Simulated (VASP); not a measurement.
Wanted: the native input for a VASP 6.6.1 run.

```yaml
Task: single point
Functional: PBE
Potentials_or_basis: VASP PAW PBE potentials, release 64 (Sn_d)
Cutoff: 520 eV
k_mesh: 16 × 16 × 16
Occupations: gaussian, width 0.1 eV
Spin: no spin polarisation
Dipole_correction: no
Further_INCAR_settings: ALGO = Fast; EDIFF = 1e-07; NBANDS = 21
```

The structure of Sn lies in POSCAR:

```
Sn
1.0
   -2.8242242302      2.8242242302      1.5222252635
    2.8242242302     -2.8242242302      1.5222252635
    2.8242242302      2.8242242302     -1.5222252635
Sn
2
Direct
    0.0000000000      0.0000000000      0.0000000000
    0.7500000000      0.2500000000      0.5000000000
```

One way to write it, as run:

INCAR

```
PREC     = Accurate       # precision mode
ENCUT    = 520            # plane-wave cutoff, eV
EDIFF    = 1E-7           # SCF threshold, eV
ISMEAR   = 0              # smearing method
SIGMA    = 0.1            # smearing width, eV
LREAL    = F              # projectors in reciprocal space
LASPH    = T              # aspherical terms in the spheres
NELM     = 100            # most SCF steps
ALGO     = Fast           # electronic algorithm
ISIF     = 2              # what is computed and relaxed
LWAVE    = F              # write WAVECAR
LCHARG   = F              # write CHGCAR
GGA      = PE             # functional
NBANDS   = 21             # bands
```

KPOINTS

```
regular mesh
0
Gamma
  16 16 16
```

Potentials or basis: VASP PAW PBE potentials, release 64 (Sn_d).

Launch:

```console
$ cat potpaw_PBE.64/Sn_d/POTCAR > POTCAR
$ mpirun -np 1 vasp_std > vasp.out
```

It gave:

```json
{
  "Pressure": "10.8 GPa",
  "Band gap on the k mesh": "zero (bands 14 and 15 overlap by 4.91 eV)"
}
```

Caveat: the cell stands under pressure; spin-orbit coupling is left out, which moves the levels of the heavy elements.

Wall time 3.4 min on 1 thread of AMD EPYC 9R45 96-Core Processor (Zen 5) (shared host), peak memory 0.36 GiB.
